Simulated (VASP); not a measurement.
# CuO (C2/c) in VASP: single point with PBE+U

Aim: the single point of CuO with PBE+U.

Everything below comes from runs of VASP 6.6.1. Logs are shortened: lines on timing, memory, paths and dates and some standing lists are left out, and cuts for length are marked.

### Step 1. The cell of the first run

Symmetry: C2/c, No. 15, monoclinic system. The conventional cell has a = 4.684 Å, b = 3.423 Å, c = 5.129 Å, α = 90.00°, β = 99.54°, γ = 90.00°. Within 2.6 Å of Cu (site symmetry -1) lie 4 O at 1.95 to 1.96 Å. O (site symmetry 2) has 6 Cu at 1.95 to 2.78 Å and 6 O at 2.62 to 2.90 Å within 3.0 Å.

### Step 2. Single point, PBE+U, collinear spin, ferromagnetic start

Input file INCAR:

```
SYSTEM = CuO
PREC = Accurate ; ENCUT = 520
EDIFF = 1E-6 ; ISMEAR = 0
SIGMA = 0.05 ; LREAL = .False.
LASPH = .True. ; NELM = 150
ALGO = Normal ; ISIF = 2
LWAVE = .False. ; LCHARG = .False.
ISPIN = 2 ; MAGMOM = 0.61 0.61 0.32 0.32
LORBIT = 11 ; LMAXMIX = 4
LDAU = .True. ; LDAUTYPE = 2
LDAUL = 2 -1 ; LDAUU = 4 0
LDAUJ = 0 0 ; LDAUPRINT = 1
GGA = PE ; NBANDS = 29
NELECT = 34.5
```

Input file KPOINTS:

```
regular mesh
0
Gamma
  10 10 6
  0 0 0
```

Input file POSCAR:

```
CuO
1.0
    2.3418500000     -1.7113000000      0.0000000000
    2.3418500000      1.7113000000      0.0000000000
   -0.8500274268      0.0000000000      5.0578693947
Cu O
2 2
Direct
    0.0000000000      0.5000000000      0.0000000000
    0.5000000000      0.0000000000      0.5000000000
    0.5816000000      0.4184000000      0.2500000000
    0.4184000000      0.5816000000      0.7500000000
```

Potentials or basis: VASP PAW PBE potentials, release 64 (Cu, O).

Run with:

```sh
$ cat potpaw_PBE.64/Cu/POTCAR potpaw_PBE.64/O/POTCAR > POTCAR
$ mpirun -np 1 vasp_std > vasp.out
```

OUTCAR:

```text
SYSTEM = CuO
   PREC = Accurate
   ENCUT = 520
   EDIFF = 1E-6
   ISMEAR = 0
   LREAL = .False.
   LASPH = .True.
   NELM = 150
   ISIF = 2
   ISPIN = 2
   LORBIT = 11
   GGA = PE
   NELECT = 34.5

 ion  position               nearest neighbor table
   1  0.000  0.500  0.000-   3 1.95   4 1.95   4 1.96   3 1.96
   2  0.500  0.000  0.500-   4 1.95   3 1.95   4 1.96   3 1.96
   3  0.582  0.418  0.250-   2 1.95   1 1.95   2 1.96   1 1.96
   4  0.418  0.582  0.750-   1 1.95   2 1.95   2 1.96   1 1.96

  LATTYP: Found a base centered monoclinic cell.
 ALAT       =     4.6837000000
 B/A-ratio  =     0.7307470589
 C/A-ratio  =     1.0950317057
 COS(beta)  =    -0.1657361228

  Lattice vectors:

 A1 = (   2.3418500000,  -1.7113000000,   0.0000000000)
 A2 = (   2.3418500000,   1.7113000000,   0.0000000000)
 A3 = (  -0.8500274268,   0.0000000000,   5.0578693947)

Analysis of symmetry for initial positions (statically):
=====================================================================
 Subroutine PRICEL returns:
 Original cell was already a primitive cell.

 Routine SETGRP: Setting up the symmetry group for a
 base centered monoclinic supercell.

 Subroutine GETGRP returns: Found  4 space group operations
 (whereof  2 operations were pure point group operations)
 out of a pool of  4 trial point group operations.

The static configuration has the point symmetry S_2 .
 The point group associated with its full space group is C_2h.

Analysis of symmetry for dynamics (positions and initial velocities):
=====================================================================
 Subroutine PRICEL returns:
 Original cell was already a primitive cell.

 Routine SETGRP: Setting up the symmetry group for a
 base centered monoclinic supercell.

 Subroutine GETGRP returns: Found  4 space group operations
 (whereof  2 operations were pure point group operations)
 out of a pool of  4 trial point group operations.

The dynamic configuration has the point symmetry S_2 .
 The point group associated with its full space group is C_2h.

Analysis of structural, dynamic, and magnetic symmetry:
=====================================================================
 Subroutine PRICEL returns:
 Original cell was already a primitive cell.

 Routine SETGRP: Setting up the symmetry group for a
 base centered monoclinic supercell.
[... 213 lines left out ...]
  o =  0.9696  v = -0.0736  0.6814 -0.3527 -0.5771 -0.2700  0.0000  0.0000  0.0000  0.0000  0.0000      0.0000  0.0000  0.0000  0.0000  0.0000  0.0000  0.0000  0.0000  0.0000  0.0000
  o =  0.9706  v = -0.1393  0.3780 -0.0278  0.0537  0.9133  0.0000  0.0000  0.0000  0.0000  0.0000      0.0000  0.0000  0.0000  0.0000  0.0000  0.0000  0.0000  0.0000  0.0000  0.0000
  o =  0.9729  v =  0.0000  0.0000  0.0000  0.0000  0.0000 -0.4641  0.2284  0.8387 -0.1521 -0.0770      0.0000  0.0000  0.0000  0.0000  0.0000  0.0000  0.0000  0.0000  0.0000  0.0000
  o =  0.9762  v =  0.4607 -0.2081 -0.8405  0.1521  0.1219  0.0000  0.0000  0.0000  0.0000  0.0000      0.0000  0.0000  0.0000  0.0000  0.0000  0.0000  0.0000  0.0000  0.0000  0.0000
  o =  1.0256  v =  0.0811  0.5645  0.0066  0.7769 -0.2667  0.0000  0.0000  0.0000  0.0000  0.0000      0.0000  0.0000  0.0000  0.0000  0.0000  0.0000  0.0000  0.0000  0.0000  0.0000

 number of electron      34.5000001 magnetization       1.5000751

 Free energy of the ion-electron system (eV)
  ---------------------------------------------------
  ext. energy  EPLUGINS =         0.00000000
  ---------------------------------------------------
  free energy    TOTEN  =       -14.21697663 eV

  energy without entropy =      -14.21599070  energy(sigma->0) =      -14.21648366

 E-fermi :   6.0437     XC(G=0): -11.9998

 val. band max:        6.0317980586   @ k =   0.5000   0.3000   0.5000
 cond. band min:       6.0468284978   @ k =   0.2000  -0.0000   0.1667
 fundamental gap:      0.0150304392
 Fermi energy:         6.0437122359

 spin component 1

 k-point     1 :       0.0000    0.0000    0.0000
  band No.  band energies     occupation
      1     -14.2320      1.00000
      2     -12.8699      1.00000
      3      -2.7125      1.00000
      4      -0.9846      1.00000
      5      -0.5580      1.00000
      6       1.1456      1.00000
[... 1529 lines left out ...]
     28      23.8326      0.00000
     29      24.3141      0.00000

 [... further k-points ...]

------------------------ aborting loop because EDIFF is reached ----------------------------------------

  FORCE on cell =-STRESS in cart. coord.  units (eV):
  Direction    XX          YY          ZZ          XY          YZ          ZX
  --------------------------------------------------------------------------------------
  -------------------------------------------------------------------------------------
  Total        7.7547539      7.3002761      8.3680463      0.0000000      0.0000000     -0.4623135
  in kB      306.4755071    288.5140980    330.7134266      0.0000000      0.0000000    -18.2710853
  external PRESSURE =     308.5676772 kB  Pullay stress =       0.0000000 kB

 VOLUME and BASIS-vectors are now :
 -----------------------------------------------------------------------------
  energy-cutoff  :      520.00
  volume of cell :       40.54
      direct lattice vectors                 reciprocal lattice vectors
     2.341850000 -1.711300000  0.000000000     0.213506416 -0.292175539  0.035881968
     2.341850000  1.711300000  0.000000000     0.213506416  0.292175539  0.035881968
    -0.850027427  0.000000000  5.057869395     0.000000000  0.000000000  0.197711709

 POSITION                                       TOTAL-FORCE (eV/Angst)
 -----------------------------------------------------------------------------------
      1.17092      0.85565      0.00000         0.000000      0.000000      0.000000
      0.74591     -0.85565      2.52893         0.000000      0.000000      0.000000
      2.12934     -0.27928      1.26447         0.000000     -0.108263     -0.000000
      1.70433      0.27928      3.79340        -0.000000      0.108263      0.000000
 -----------------------------------------------------------------------------------
    total drift:                                0.000000     -0.000000     -0.000000

  FREE ENERGIE OF THE ION-ELECTRON SYSTEM (eV)
  ---------------------------------------------------
  free  energy   TOTEN  =       -14.2169766254 eV

  energy  without entropy=      -14.2159907032  energy(sigma->0) =      -14.21648366

 total charge

# of ion       s       p       d       tot
------------------------------------------
    1        0.384   0.394   9.296  10.074
    2        0.384   0.394   9.296  10.074
    3        1.568   3.460   0.000   5.027
    4        1.568   3.460   0.000   5.027
--------------------------------------------------
tot          3.902   7.708  18.592  30.202

 magnetization (x)

# of ion       s       p       d       tot
------------------------------------------
    1       -0.006   0.000   0.468   0.462
    2       -0.006   0.000   0.468   0.462
    3        0.011   0.248   0.000   0.260
    4        0.011   0.248   0.000   0.260
--------------------------------------------------
tot          0.011   0.497   0.935   1.443
```

stdout:

```text
POSCAR found type information on POSCAR CuO
 POSCAR found :  2 types and       4 ions
 scaLAPACK will be used
 LDA part: xc-table for (Slater+PW92), standard interpolation
 POSCAR, INCAR and KPOINTS ok, starting setup
 FFT: planning ... GRIDC
 FFT: planning ... GRID_SOFT
 FFT: planning ... GRID
 WAVECAR not read
 entering main loop
 the old and the new charge density differ
 old charge density:    34.00000 new   34.50000
    0.141E+01
```

Wall time 4.8 min (1 thread of Intel Xeon Platinum 8259CL at 2.50GHz (Skylake/Cascade Lake), shared host); peak memory 0.39 GiB.

What came out:

* Free energy: -14.2170 eV
* Largest force: 0.108 eV/Å
* Net moment: 1.50 μB per cell
* Site moments: Cu +0.46; O +0.26 μB
* Valence electrons inside the program's atomic spheres: Cu 10.07; O 5.03

Forces in eV/Å, atoms in the order of the input:
```
Cu   0.000  0.000  0.000
Cu   0.000  0.000  0.000
O    0.000 -0.108  0.000
O    0.000  0.108  0.000
```

Eigenvalues of the final occupation matrices:
| site | spin | trace | eigenvalues |
| --- | --- | --- | --- |
| site 1 d | 1 | 4.89 | 0.95 0.97 0.97 0.98 1.03 |
| site 1 d | 2 | 4.43 | 0.58 0.94 0.96 0.96 0.97 |
| site 2 d | 1 | 4.89 | 0.95 0.97 0.97 0.98 1.03 |
| site 2 d | 2 | 4.43 | 0.58 0.94 0.96 0.96 0.97 |

Caveat: the cell carries a net charge on a neutralising background, which shifts energy and pressure; the cell is charged against a uniform background, so pressure and absolute levels hang on convention. The state reached can hang on the start; a lower one may exist.
